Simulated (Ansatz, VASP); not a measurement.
## HfWS4: VASP beside Ansatz

The input INCAR:

```
PREC = Accurate
ENCUT = 520
EDIFF = 1E-6
ISMEAR = 0
SIGMA = 0.1
LREAL = False
LASPH = True
NELM = 80
ALGO = Normal
ISIF = 2
LWAVE = False
LCHARG = False
GGA = PE
NBANDS = 33
```

File KPOINTS:

```
Automatic mesh
0
Gamma
  6 6 4
```

File POSCAR:

```
HfWS4
1.0
    5.0351753300      0.0000000000      0.0000000000
   -2.5175876700      4.3605897500      0.0000000000
    0.0000000000      0.0000000000      7.1692108000
Hf W S
1 1 4
Direct
    0.0000000000      0.0000000000      0.5000000000
    0.0000000000      0.0000000000      0.0000000000
    0.0000000000      0.0000000000      0.7496378700
    0.0000000000      0.0000000000      0.2503621300
    0.3333333300      0.6666666700      0.0000000000
    0.6666666700      0.3333333300      0.0000000000
```

Input for Ansatz:

```yaml
crystal:
  lattice:
    - [5.03517533, 0.0, 0.0]
    - [-2.51758767, 4.36058975, 0.0]
    - [0.0, 0.0, 7.1692108]
  atoms:
    - { symbol: Hf, position: [0.0, 0.0, 0.5] }
    - { symbol: W, position: [0.0, 0.0, 0.0] }
    - { symbol: S, position: [0.0, 0.0, 0.74963787] }
    - { symbol: S, position: [0.0, 0.0, 0.25036213] }
    - { symbol: S, position: [0.33333333, 0.66666667, 0.0] }
    - { symbol: S, position: [0.66666667, 0.33333333, 0.0] }
basis:
  ecutwfc: 420
kpoints:
  mp_grid: { grid: [6, 6, 4] }
hamiltonian:
  xc: pbe
scf:
  occupations: { method: gaussian, width: 0.1 }
  lower_state_search: "off"
output:
  forces: true
  stress: true
  eigenvalues: true
```

Alike in both runs: task single point; functional PBE; k mesh 6 × 6 × 4; occupations gaussian, width 0.1 eV; no spin polarisation.

|  | VASP | Ansatz |
| --- | --- | --- |
| version | VASP 6.6.1 | Ansatz 0.2.0 |
| potentials or method | VASP PAW PBE potentials, release 64 (Hf_pv, W_sv, S), cutoff 520 eV | scalar-relativistic, plane waves, PAW |
| valence electrons in the cell | 48 | 64 |

```csv
,VASP,Ansatz,Ansatz less VASP
gap on the k mesh at the Fermi level (eV),none,none,-
rms of the force components (eV/Å),0.071,0.313,+0.2413
```

Atom by atom the forces differ by 0.241 eV/Å (rms over components). A gap of «none» marks a metal or a gap that the smearing closes. One of these differences is far larger than is usual between the two programs; its cause wasn't traced. VASP's potentials hold 48 valence electrons a cell and Ansatz's 64, so a difference there can come from the potentials and not from the codes.

Spin-orbit coupling is off throughout.
